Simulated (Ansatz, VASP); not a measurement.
WS2: VASP beside Ansatz

```xyz
3
Lattice="3.1458 0.0000 0.0000 -1.5729 2.7243 0.0000 0.0000 0.0000 16.9534" Properties=species:S:1:pos:R:3 pbc="T T T"
W     0.0000    1.8162    0.0000
S     1.5729    0.9081   15.3865
S     1.5729    0.9081    1.5669
```

Alike in both runs: task single point; functional PBEsol; k mesh 12 × 12 × 2; occupations gaussian, width 0.05 eV; no spin polarisation.

```csv
,VASP,Ansatz
version,VASP 6.6.1,Ansatz 0.2.0
potentials or method,"VASP PAW PBE potentials, release 64 (W_sv, S), cutoff 520 eV","scalar-relativistic, plane waves, PAW"
valence electrons in the cell,26,26
```

VASP gave:

| Item | Value |
| --- | --- |
| gap on the k mesh at the Fermi level (eV) | 1.94 |
| least direct gap on the mesh (eV) | 1.94 |
| rms of the force components (eV/Å) | 0.010 |

Problem. What did Ansatz give for the same quantities?

Solution. gap on the k mesh at the Fermi level (eV): 1.94; least direct gap on the mesh (eV): 1.94; rms of the force components (eV/Å): 0.001.

VASP's potentials were made for PBE, not for PBEsol. Atom by atom the forces differ by 0.011 eV/Å (rms over components). Ansatz's warnings: xc potential rough in thin density.

Spin-orbit coupling is off throughout.
